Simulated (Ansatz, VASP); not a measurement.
# Two plane-wave programs on Zr

```
Zr
1.0
     3.14275    0.00000    0.00000
     0.00000    5.09164    0.00000
     0.00000    0.00000   26.79406
Zr
10
Direct
  0.00000 0.75000 0.28456
  0.50000 0.25000 0.31556
  0.50000 0.75000 0.38066
  0.00000 0.25000 0.41579
  0.00000 0.75000 0.48310
  0.50000 0.25000 0.51690
  0.50000 0.75000 0.58421
  0.00000 0.25000 0.61934
  0.00000 0.75000 0.68444
  0.50000 0.25000 0.71544
```

Alike in both runs: functional LDA; k mesh 11 × 7 × 1; occupations gaussian, width 0.1 eV; no spin polarisation.

Ansatz relaxed the structure, and its values are those at the end. VASP's run is a single point on that final structure, the one shown.

|  | VASP | Ansatz |
| --- | --- | --- |
| version | VASP 6.6.1 | Ansatz 0.2.0 |
| potentials or method | VASP PAW LDA potentials, release 64 (Zr_sv), cutoff 520 eV | scalar-relativistic, plane waves, PAW |
| valence electrons in the cell | 120 | 120 |

```csv
,VASP,Ansatz,Ansatz less VASP
gap on the k mesh at the Fermi level (eV),none,none,-
rms of the force components (eV/Å),0.006,0.006,0.0000
```

LDA's correlation is that of Perdew and Zunger in VASP and of Perdew and Wang (1992) in Ansatz. A gap of «none» marks a metal or a gap that the smearing closes. Ansatz's warnings: vacuum density over bound, xc potential rough in thin density.
